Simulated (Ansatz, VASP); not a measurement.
Be3TeSe2: VASP beside Ansatz

Contents of INCAR:

```
  PREC = Accurate
  ENCUT = 600
  EDIFF = 1E-7
  ISMEAR = 0
  SIGMA = 0.15
  LREAL = F
  LASPH = T
  NELM = 60
  ALGO = Normal
  ISIF = 3
  LWAVE = F
  LCHARG = F
  GGA = PE
  IBRION = 2
  NSW = 36
  EDIFFG = -0.08
```

KPOINTS

```
Automatic mesh
0
Gamma
  4 4 4
```

The input POSCAR:

```
Be3TeSe2
1.0
   -1.8500000000      5.5500000000      2.6150000000
    1.8500000000     -5.5500000000      2.6150000000
    1.8500000000      5.5500000000     -2.6150000000
Be Te Se
3 1 2
Direct
    0.4166700000      0.2500000000      0.1666700000
    0.0833300000      0.2500000000      0.8333300000
    0.7500000000      0.2500000000      0.5000000000
    0.0000000000      0.0000000000      0.0000000000
    0.3333300000      0.0000000000      0.3333300000
    0.6666700000      0.0000000000      0.6666700000
```

Input for Ansatz:

```yaml
crystal:
  lattice:
    - [-1.85, 5.55, 2.615]
    - [1.85, -5.55, 2.615]
    - [1.85, 5.55, -2.615]
  atoms:
    - { symbol: Be, position: [0.41667, 0.25, 0.16667] }
    - { symbol: Be, position: [0.08333, 0.25, 0.83333] }
    - { symbol: Be, position: [0.75, 0.25, 0.5] }
    - { symbol: Te, position: [0.0, 0.0, 0.0] }
    - { symbol: Se, position: [0.33333, 0.0, 0.33333] }
    - { symbol: Se, position: [0.66667, 0.0, 0.66667] }
basis:
  ecutwfc: 420
kpoints:
  mp_grid: { grid: [4, 4, 4] }
hamiltonian:
  xc: pbe
scf:
  occupations: { method: gaussian, width: 0.15 }
  lower_state_search: "off"
output:
  forces: true
  stress: true
  eigenvalues: true
relax:
  adjacent_minimum: "off"
  f_tol: 0.08
  max_steps: 16
  cell: { stress_tol: 0.8 }
```

Alike in both runs: task relaxation of cell and atoms; functional PBE; k mesh 4 × 4 × 4; occupations gaussian, width 0.15 eV; no spin polarisation.

```csv
,VASP,Ansatz
version,VASP 6.6.1,Ansatz 0.2.0
potentials or method,"VASP PAW PBE potentials, release 64 (Be, Te, Se), cutoff 600 eV","scalar-relativistic, plane waves, PAW"
valence electrons in the cell,24,54
```

```tsv
	VASP	Ansatz	Ansatz less VASP
gap on the k mesh at the Fermi level, each at its own relaxed structure (eV)	2.08	2.08	+0.004
relaxed volume (Å³/atom)	19.14	19.06	-0.077
relaxed cell length with the largest relative difference (Å)	6.547	6.537	-0.0100
```

VASP's potentials hold 24 valence electrons a cell and Ansatz's 54, so a difference there can come from the potentials and not from the codes.

The k mesh is coarse, so the values compare programs but aren't converged. Neither program's run includes spin-orbit coupling.
